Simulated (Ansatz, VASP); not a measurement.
**MoS2 in VASP and in Ansatz**

Contents of INCAR:

```
SYSTEM = MoS2
PREC     = Accurate       ! precision mode
ENCUT    = 520            ! plane-wave cutoff, eV
EDIFF    = 1E-7           ! SCF threshold, eV
ISMEAR   = 0              ! smearing method
SIGMA    = 0.01           ! smearing width, eV
LREAL    = .False.        ! projectors in reciprocal space
LASPH    = .True.         ! aspherical terms in the spheres
NELM     = 100            ! most SCF steps
ALGO     = Normal         ! electronic algorithm
ISIF     = 2              ! what is computed and relaxed
LWAVE    = .False.        ! write WAVECAR
LCHARG   = .False.        ! write CHGCAR
GGA      = CA             ! functional
NBANDS   = 20             ! bands
```

KPOINTS

```
Automatic mesh
0
Gamma
  10 10 10
  0 0 0
```

POSCAR

```
MoS2
1.0
    1.5875903891      0.9165957385      6.1939349653
   -1.5875903891      0.9165957385      6.1939349653
    0.0000000000     -1.8331914770      6.1939349653
Mo S
1 2
Direct
    0.9997635220      0.9997635220      0.9997635220
    0.4167796975      0.4167796975      0.4167796975
    0.2494577807      0.2494577807      0.2494577807
```

Input for Ansatz:

```yaml
crystal:
  lattice:
    - [1.5875903891, 0.9165957385, 6.1939349653]
    - [-1.5875903891, 0.9165957385, 6.1939349653]
    - [0.0, -1.833191477, 6.1939349653]
  atoms:
    - { symbol: Mo, position: [0.999763522, 0.999763522, 0.999763522] }
    - { symbol: S, position: [0.4167796975, 0.4167796975, 0.4167796975] }
    - { symbol: S, position: [0.2494577807, 0.2494577807, 0.2494577807] }
kpoints:
  mp_grid: { grid: [10, 10, 10] }
  band_path:
    path:
      - [0.0, 0.0, 0.0]
      - [-0.5, -0.5, -0.5]
      - [-0.5, -0.1812659362, -0.8187340638]
      - [-0.1812659362, 0.1812659362, -0.5]
      - [0.0, 0.0, -0.5]
      - [0.0, 0.3406329681, -0.3406329681]
      - [-0.3406329681, 0.0, -0.6593670319]
      - [-0.5, 0.0, -0.5]
      - [-0.179687, 0.0, 0.179688]
      - [-0.1631393426, 0.1631393426, -0.5]
    npoints: 1
hamiltonian:
  xc: lda
scf:
  occupations: { method: fixed }
  n_extra_bands: 4
output:
  forces: true
  stress: true
  eigenvalues: true
```

Alike in both runs: task single point; functional LDA; k mesh 10 × 10 × 10; no spin polarisation.

|  | VASP | Ansatz |
| --- | --- | --- |
| version | VASP 6.6.1 | Ansatz 0.2.0 |
| potentials or method | VASP PAW LDA potentials, release 64 (Mo_sv, S) | plane waves, PAW |
| plane-wave cutoff (eV) | 520 | 420 |
| occupations | gaussian, width 0.01 eV | fixed |
| valence electrons in the cell | 26 | 26 |

|  | VASP | Ansatz | Ansatz less VASP |
| --- | --- | --- | --- |
| gap on the k mesh at the Fermi level (eV) | 0.91 | 0.90 | -0.010 |
| pressure (GPa) | -5.1 | -5.2 | -0.12 |
| traceless stress, the component that is largest in VASP (GPa) | 0.96 | 0.98 | +0.026 |
| rms of the force components (eV/Å) | 0.143 | 0.151 | +0.0080 |

LDA's correlation is that of Perdew and Zunger in VASP and of Perdew and Wang (1992) in Ansatz. Atom by atom the forces differ by 0.008 eV/Å (rms over components).
